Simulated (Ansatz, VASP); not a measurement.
# Two plane-wave programs on Rb

INCAR

```
SYSTEM = Rb
PREC = Accurate
ENCUT = 520
EDIFF = 1E-6
ISMEAR = 0
SIGMA = 0.15
LREAL = .FALSE.
LASPH = .TRUE.
NELM = 80
ALGO = Fast
ISIF = 2
LWAVE = .FALSE.
LCHARG = .FALSE.
GGA = PE
IVDW = 12
NBANDS = 16
```

The input KPOINTS:

```
Automatic mesh
0
G
  10 10 6
  0 0 0
```

File POSCAR:

```
Rb
1.0
    2.1029070600     -4.3297492603      0.0000000000
    2.1029070600      4.3297492603      0.0000000000
    0.0000000000      0.0000000000      8.4852222573
Rb
2
Direct
    0.8359965595      0.1640034405      0.7500000000
    0.1640034405      0.8359965595      0.2500000000
```

Input for Ansatz:

```yaml
crystal:
  lattice:
    - [2.10290706, -4.3297492603, 0.0]
    - [2.10290706, 4.3297492603, 0.0]
    - [0.0, 0.0, 8.4852222573]
  atoms:
    - { symbol: Rb, position: [0.8359965595, 0.1640034405, 0.75] }
    - { symbol: Rb, position: [0.1640034405, 0.8359965595, 0.25] }
basis:
  ecutwfc: 420
kpoints:
  mp_grid: { grid: [10, 10, 6] }
hamiltonian:
  xc: pbe
  dispersion: d3bj
scf:
  occupations: { method: gaussian, width: 0.15 }
output:
  forces: true
  stress: true
  eigenvalues: true
  write_density: true
  write_potential: true
  elf: true
  volumetric_format: npy
```

Change from the starting cell: normal strain along x -0.1500, normal strain along z +0.0550.

Alike in both runs: task single point; functional PBE; dispersion D3(BJ); k mesh 10 × 10 × 6; occupations gaussian, width 0.15 eV; no spin polarisation.

```csv
,VASP,Ansatz
version,VASP 6.6.1,Ansatz 0.2.0
potentials or method,"VASP PAW PBE potentials, release 64 (Rb_sv), cutoff 520 eV","scalar-relativistic, plane waves, PAW"
valence electrons in the cell,18,18
```

|  | VASP | Ansatz | Ansatz less VASP |
| --- | --- | --- | --- |
| gap on the k mesh at the Fermi level (eV) | none | none | - |
| pressure (GPa) | 0.5 | 0.5 | 0.00 |
| traceless stress, the component that is largest in VASP (GPa) | 0.76 | 0.76 | -0.001 |
| rms of the force components (eV/Å) | 0.016 | 0.016 | +0.0002 |

Atom by atom the forces differ by 0.000 eV/Å (rms over components). A gap of «none» marks a metal or a gap that the smearing closes.
